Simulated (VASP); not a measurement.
# BeTe2 (Ibam) in VASP: a series of runs

BeTe2 is run at these levels: PBE; tasks: single point, relaxation of cell and atoms.

Program: VASP 6.6.1. These are calculated values, not measurements. Logs are shortened: lines on timing, memory, paths and dates and some standing lists are left out, and cuts for length are marked.

**1. The cell of the first run**

It takes space group Ibam (No. 72, orthorhombic). The conventional cell has a = 4.635 Å, b = 9.861 Å, c = 6.762 Å, α = 90.00°, β = 90.00°, γ = 90.00°. Be (site symmetry 222) has 4 Te at 2.47 Å and 2 Be at 3.38 Å within 3.4 Å. Within 3.3 Å of Te (site symmetry m) lie 2 Be at 2.47 Å and 1 Te at 2.92 Å.

**2. Single point, PBE**

INCAR

```
SYSTEM = BeTe2
PREC     = Accurate       ! precision mode
ENCUT    = 520            ! plane-wave cutoff, eV
EDIFF    = 1E-6           ! SCF threshold, eV
ISMEAR   = 0              ! smearing method
SIGMA    = 0.2            ! smearing width, eV
LREAL    = .FALSE.        ! projectors in reciprocal space
LASPH    = .TRUE.         ! aspherical terms in the spheres
NELM     = 60             ! most SCF steps
ALGO     = Normal         ! electronic algorithm
ISIF     = 2              ! what is computed and relaxed
LWAVE    = .FALSE.        ! write WAVECAR
LCHARG   = .FALSE.        ! write CHGCAR
GGA      = PE             ! functional
NBANDS   = 23             ! bands
```

KPOINTS

```
regular mesh
0
G
  4 4 4
  0 0 0
```

POSCAR

```
BeTe2
1.0
   -2.3176975235      4.9304438017      3.3810958157
    2.3176975235     -4.9304438017      3.3810958157
    2.3176975235      4.9304438017     -3.3810958157
Be Te
2 4
Direct
    0.7500000000      0.7500000000      0.0000000000
    0.2500000000      0.2500000000      0.0000000000
    0.3846701010      0.8030996128      0.1877697138
    0.8846701010      0.6969003872      0.5815704882
    0.1153298990      0.3030996128      0.4184295118
    0.6153298990      0.1969003872      0.8122302862
```

Potentials or basis: VASP PAW PBE potentials, release 64 (Be, Te).

The run is started by

```
> cat potpaw_PBE.64/Be/POTCAR potpaw_PBE.64/Te/POTCAR > POTCAR
> mpirun -np 1 vasp_std > vasp.out
```

OUTCAR:

```text
SYSTEM = BeTe2
   PREC = Accurate
   ENCUT = 520
   EDIFF = 1E-6
   ISMEAR = 0
   LREAL = .FALSE.
   LASPH = .TRUE.
   NELM = 60
   ISIF = 2
   GGA = PE

 ion  position               nearest neighbor table
   1  0.750  0.750  0.000-   6 2.47   4 2.47   5 2.47   3 2.47
   2  0.250  0.250  0.000-   3 2.47   5 2.47   4 2.47   6 2.47
   3  0.385  0.803  0.188-   2 2.47   1 2.47   6 2.92   5 3.53   5 3.53   6 3.62
   4  0.885  0.697  0.582-   2 2.47   1 2.47   5 2.92   6 3.53   6 3.53   5 3.62
   5  0.115  0.303  0.418-   2 2.47   1 2.47   4 2.92   3 3.53   3 3.53   4 3.62
   6  0.615  0.197  0.812-   1 2.47   2 2.47   3 2.92   4 3.53   4 3.53   3 3.62

  LATTYP: Found a body centered orthorhombic cell.
 ALAT       =     4.6353950470
 B/A-ratio  =     1.4588166840
 C/A-ratio  =     2.1273025284

  Lattice vectors:

 A1 = (   2.3176975235,  -4.9304438017,  -3.3810958157)
 A2 = (  -2.3176975235,  -4.9304438017,   3.3810958157)
 A3 = (  -2.3176975235,   4.9304438017,  -3.3810958157)

Analysis of symmetry for initial positions (statically):
=====================================================================
 Subroutine PRICEL returns:
 Original cell was already a primitive cell.

 Routine SETGRP: Setting up the symmetry group for a
 body centered orthorhombic supercell.

 Subroutine GETGRP returns: Found  8 space group operations
 (whereof  4 operations were pure point group operations)
 out of a pool of  8 trial point group operations.

The static configuration has the point symmetry C_2h.
 The point group associated with its full space group is D_2h.

Analysis of symmetry for dynamics (positions and initial velocities):
=====================================================================
 Subroutine PRICEL returns:
 Original cell was already a primitive cell.

 Routine SETGRP: Setting up the symmetry group for a
 body centered orthorhombic supercell.

 Subroutine GETGRP returns: Found  8 space group operations
 (whereof  4 operations were pure point group operations)
 out of a pool of  8 trial point group operations.

The dynamic configuration has the point symmetry C_2h.
 The point group associated with its full space group is D_2h.

 Subroutine INISYM returns: Found  8 space group operations
 (whereof  4 operations are pure point group operations),
 and found     1 'primitive' translations

----------------------------------------------------------------------------------------

                                     Primitive cell

  volume of cell :     154.5469

  direct lattice vectors                    reciprocal lattice vectors
    -2.317697524  4.930443802  3.381095816     0.000000000  0.101410749  0.147881050
     2.317697524 -4.930443802  3.381095816     0.215731343  0.000000000  0.147881050
     2.317697524  4.930443802 -3.381095816     0.215731343  0.101410749  0.000000000

  length of vectors
     6.411926918  6.411926918  6.411926918     0.179312423  0.261550793  0.238378171

  position of ions in fractional coordinates (direct lattice)
     0.750000000  0.750000000  0.000000000
     0.250000000  0.250000000  0.000000000
     0.384670101  0.803099613  0.187769714
     0.884670101  0.696900387  0.581570488
     0.115329899  0.303099613  0.418429512
     0.615329899  0.196900387  0.812230286

  ion indices of the primitive-cell ions
   primitive index   ion index
                 1           1
                 2           2
                 3           3
                 4           4
                 5           5
                 6           6

----------------------------------------------------------------------------------------

 KPOINTS: regular mesh

Automatic generation of k-mesh.
 Grid dimensions read from file:
 generate k-points for:    4    4    4

 Generating k-lattice:

  Cartesian coordinates                     Fractional coordinates (reciprocal lattice)
     0.000000000  0.025352687  0.036970263     0.250000000  0.000000000  0.000000000
     0.053932836  0.000000000  0.036970263    -0.000000000  0.250000000  0.000000000
     0.053932836  0.025352687  0.000000000    -0.000000000  0.000000000  0.250000000

  Length of vectors
     0.044828106  0.065387698  0.059594543

  Shift w.r.t. Gamma in fractional coordinates (k-lattice)
     0.000000000  0.000000000  0.000000000

 Subroutine IBZKPT returns following result:
 ===========================================

 Found     18 irreducible k-points:

 Following reciprocal coordinates:
            Coordinates               Weight
  0.000000  0.000000  0.000000      1.000000
  0.250000  0.000000  0.000000      4.000000
  0.500000  0.000000  0.000000      2.000000
  0.000000  0.250000  0.000000      4.000000
  0.250000  0.250000  0.000000      8.000000
  0.500000  0.250000  0.000000      8.000000
[... 10 lines left out ...]
 -0.250000 -0.250000  0.250000      2.000000
  0.500000  0.500000  0.500000      1.000000
   k-points           NKPTS =     18   k-points in BZ     NKDIM =     18   number of bands    NBANDS=     23
   number of dos      NEDOS =    301   number of ions     NIONS =      6
   total plane-waves  NPLWV = 110592
   dimension x,y,z NGX =    48 NGY =   48 NGZ =   48
   dimension x,y,z NGXF=    96 NGYF=   96 NGZF=   96
   ions per type =               2   4
   NGX,Y,Z   is equivalent  to a cutoff of  12.45, 12.45, 12.45 a.u.
   NGXF,Y,Z  is equivalent  to a cutoff of  24.89, 24.89, 24.89 a.u.
 SYSTEM =  BeTe2
   PREC   = accura    normal or accurate (medium, high low for compatibility)
   ISTART =      0    job   : 0-new  1-cont  2-samecut
   ICHARG =      2    charge: 1-file 2-atom 10-const
   ISPIN  =      1    spin polarized calculation?
   LNONCOLLINEAR =      F non collinear calculations
   LSORBIT =      F    spin-orbit coupling
   LASPH  =      T    aspherical Exc in radial PAW
   ENCUT  =  520.0 eV  38.22 Ry    6.18 a.u.  11.92 11.92 11.92*2*pi/ulx,y,z
   NELM   =     60;   NELMIN=  2; NELMDL= -5     # of ELM steps
   EDIFF  = 0.1E-05   stopping-criterion for ELM
   LREAL  =      F    real-space projection
   EDIFFG = 0.1E-04   stopping-criterion for IOM
   NSW    =      0    number of steps for IOM
   IBRION =     -1    ionic relax: 0-MD 1-quasi-New 2-CG
   NFREE  =      0    steps in history (QN), initial steepest desc. (CG)
   ISIF   =      2    stress and relaxation
   ISYM   =      2    0-nonsym 1-usesym 2-fastsym
   POTIM  = 0.5000    time-step for ionic-motion
   TEBEG  =    0.0;   TEEND  =   0.0 temperature during run
   PSTRESS=    0.0 pullay stress
   NELECT =      28.0000    total number of electrons
   NUPDOWN=      -1.0000    fix difference up-down
   EMIN   =  10.00;   EMAX   =-10.00  energy-range for DOS
   EFERMI =   0.00;   METHOD = LEGACY
   ISMEAR =     0;   SIGMA  =   0.20  broadening in eV -4-tet -1-fermi 0-gaus
   EFERMI_NEDOS =   21; number of points for ismear=-14 and -15
   IALGO  =     38    algorithm
   IMIX   =      4    mixing-type and parameters
     AMIX     =   0.40;   BMIX     =  1.00
     AMIX_MAG =   1.60;   BMIX_MAG =  1.00
  volume/ion in A,a.u.               =      25.76       173.82
  Fermi-wavevector in a.u.,A,eV,Ry     =   0.926348  1.750544 11.675436  0.858120
  Thomas-Fermi vector in A             =   2.052300
   LORBIT       =      0    0 simple, 1 ext, 2 COOP (PROOUT), +10 PAW based schemes
   GGA     = PE    functional components
   LHFCALC =     F    Hartree Fock is set to
   AEXX    =    0.0000 exact exchange contribution
   IVDW    =     0    specifies the selected vdW correction
   LEPSILON=     F    determine dielectric tensor
   LRPA    =     F    only Hartree local field effects (RPA)
 non-spin polarized calculation
 Gauss-broadening in eV      SIGMA  =   0.20
  energy-cutoff  :      520.00
  volume of cell :      154.55
 maximum number of plane-waves:      4206
   NGX = 23   NGY = 23   NGZ = 23

 number of electron      27.9999999 magnetization

 Free energy of the ion-electron system (eV)
  ---------------------------------------------------
  ext. energy  EPLUGINS =         0.00000000
  ---------------------------------------------------
  free energy    TOTEN  =       -20.84946843 eV

  energy without entropy =      -20.84434343  energy(sigma->0) =      -20.84690593

 E-fermi :   5.9988     XC(G=0):  -9.2022

 val. band max:        5.8793863574   @ k =   0.5000   0.5000   0.0000
 cond. band min:       6.0719368379   @ k =   0.5000   0.5000   0.5000
 fundamental gap:      0.1925504806
 Fermi energy:         5.9988383698

 k-point     1 :       0.0000    0.0000    0.0000
  band No.  band energies     occupation
      1      -7.3253      2.00000
      2      -5.7159      2.00000
      3      -4.5533      2.00000
      4      -3.8694      2.00000
      5       0.5366      2.00000
      6       1.3092      2.00000
[... 15 lines left out ...]
     22      11.6798      0.00000
     23      11.8781      0.00000

 k-point     2 :       0.2500    0.0000    0.0000
  band No.  band energies     occupation
      1      -7.1358      2.00000
      2      -6.0145      2.00000
      3      -4.4979      2.00000
      4      -4.0300      2.00000
      5       0.8723      2.00000
      6       1.6366      2.00000
[... 15 lines left out ...]
     22      11.4670      0.00000
     23      11.6458      0.00000

 k-point     3 :       0.5000    0.0000    0.0000
  band No.  band energies     occupation
      1      -6.6264      2.00000
      2      -6.6264      2.00000
      3      -4.3143      2.00000
      4      -4.3143      2.00000
      5       1.8754      2.00000
      6       1.8754      2.00000
[... 15 lines left out ...]
     22      10.4586      0.00000
     23      12.0157      0.00000
[... 339 lines left out ...]
 k-point    17 :      -0.2500   -0.2500    0.2500
  band No.  band energies     occupation
      1      -6.8604      2.00000
      2      -6.2655      2.00000
      3      -4.9267      2.00000
      4      -3.7925      2.00000
      5       1.6869      2.00000
      6       1.8282      2.00000
[... 15 lines left out ...]
     22      10.7564      0.00000
     23      11.0082      0.00000

 k-point    18 :       0.5000    0.5000    0.5000
  band No.  band energies     occupation
      1      -6.6929      2.00000
      2      -6.2446      2.00000
      3      -5.2502      2.00000
      4      -3.7269      2.00000
      5      -0.1227      2.00000
      6       1.4245      2.00000
[... 15 lines left out ...]
     22      10.2557      0.00000
     23      10.4281      0.00000

------------------------ aborting loop because EDIFF is reached ----------------------------------------

  FORCE on cell =-STRESS in cart. coord.  units (eV):
  Direction    XX          YY          ZZ          XY          YZ          ZX
  --------------------------------------------------------------------------------------
  -------------------------------------------------------------------------------------
  Total        0.3180949      0.6247970      0.6680183      0.0000000      0.0000000      0.0000000
  in kB        3.2976690      6.4772290      6.9253016      0.0000000      0.0000000      0.0000000
  external PRESSURE =       5.5667332 kB  Pullay stress =       0.0000000 kB

 VOLUME and BASIS-vectors are now :
 -----------------------------------------------------------------------------
  energy-cutoff  :      520.00
  volume of cell :      154.55
      direct lattice vectors                 reciprocal lattice vectors
    -2.317697524  4.930443802  3.381095816     0.000000000  0.101410749  0.147881050
     2.317697524 -4.930443802  3.381095816     0.215731343  0.000000000  0.147881050
     2.317697524  4.930443802 -3.381095816     0.215731343  0.101410749  0.000000000

 POSITION                                       TOTAL-FORCE (eV/Angst)
 -----------------------------------------------------------------------------------
      0.00000      0.00000      5.07164         0.000000      0.000000     -0.000000
      0.00000      0.00000      1.69055         0.000000      0.000000     -0.000000
      1.40499     -1.13726      3.38110         0.062041     -0.069071      0.000000
      0.91271      3.79319      3.38110        -0.062041     -0.069071     -0.000000
      1.40499      1.13726      0.00000         0.062041      0.069071      0.000000
      0.91271      6.06770      0.00000        -0.062041      0.069071     -0.000000
 -----------------------------------------------------------------------------------
    total drift:                               -0.000000     -0.000000      0.000000

  FREE ENERGIE OF THE ION-ELECTRON SYSTEM (eV)
  ---------------------------------------------------
  free  energy   TOTEN  =       -20.8494684344 eV

  energy  without entropy=      -20.8443434334  energy(sigma->0) =      -20.84690593
```

It took 36 s on 1 thread of Intel Xeon 6975P-C (Granite Rapids), shared host; peak memory 0.32 GiB.

What came out:

```
Free energy            : -20.8495 eV
Pressure               : 0.6 GPa
Largest force          : 0.093 eV/Å
Band gap on the k mesh : 0.19 eV (least direct gap 0.63 eV)
```

Forces in eV/Å, atoms in the order of the input:
```
Be   0.000  0.000  0.000
Be   0.000  0.000  0.000
Te   0.062 -0.069  0.000
Te  -0.062 -0.069  0.000
Te   0.062  0.069  0.000
Te  -0.062  0.069  0.000
```

Caveat: spin-orbit coupling is left out, which moves the levels of the heavy elements. A k mesh can miss the band edges.

[end of part 1 of 2]
